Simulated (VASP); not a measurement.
Li: relaxation of cell and atoms with PBE

The system is Li.

```
Li
1.0
     0.00000    2.16127    2.16127
     2.16127    0.00000    2.16127
     2.16127    2.16127    0.00000
Li
1
Direct
  0.00000 0.00000 0.00000
```

* Program: VASP 6.6.1
* Task: relaxation of cell and atoms
* Functional: PBE
* Potentials or basis: VASP PAW PBE potentials, release 64 (Li_sv)
* Cutoff: 600 eV
* k mesh: 16 × 16 × 16
* Occupations: fermi-dirac, width 0.08 eV
* Spin: no spin polarisation
* Dipole correction: no
* Further INCAR settings: ALGO = Normal; EDIFF = 1e-06; IBRION = 2; EDIFFG = -0.005; NSW = 60; ISIF = 3

```json
{
  "Relaxed volume": "20.07 Å³/atom",
  "Relaxed cell": "a = 3.050 Å, b = 3.050 Å, c = 3.050 Å, α = 60.00°, β = 60.00°, γ = 60.00°",
  "Space group after relaxing (to 0.05 Å)": "Fm-3m (No. 225)",
  "Energy gained by relaxing": "0.0 meV/atom",
  "Ionic steps": "3",
  "Pressure after relaxing": "0.0 GPa"
}
```

Final structure:
```cif
data_structure
_symmetry_space_group_name_H-M 'P 1'
_symmetry_Int_Tables_number 1
_cell_length_a 3.0505
_cell_length_b 3.0505
_cell_length_c 3.0505
_cell_angle_alpha 60.000
_cell_angle_beta 60.000
_cell_angle_gamma 60.000
_cell_volume 20.07
loop_
_atom_site_label
_atom_site_type_symbol
_atom_site_fract_x
_atom_site_fract_y
_atom_site_fract_z
_atom_site_occupancy
Li1 Li 0.00000 0.00000 0.00000 1
```

Levels at points of the mesh, in eV from the Fermi level:
| k point | band 1 | band 2 | band 3 | band 4 | band 5 |
| --- | --- | --- | --- | --- | --- |
| (0.00, 0.00, 0.00) | -46.50 | -3.56 | 14.46 | 14.46 | 14.46 |
| (0.50, 0.00, 0.00) | -46.48 | -0.01 | 2.97 | 12.73 | 12.73 |
| (0.50, 0.50, 0.00) | -46.47 | 1.55 | 4.75 | 8.50 | 8.50 |

Run time: 6.4 s on 1 thread of Intel(R) Xeon(R) 6975P-C (Granite Rapids) (shared host), peak memory 0.13 GiB.

Caveat: the cutoff is under 1.25 times the usual one of these potentials, so pressure, stress and relaxed cells hold a basis-set (Pulay) error.
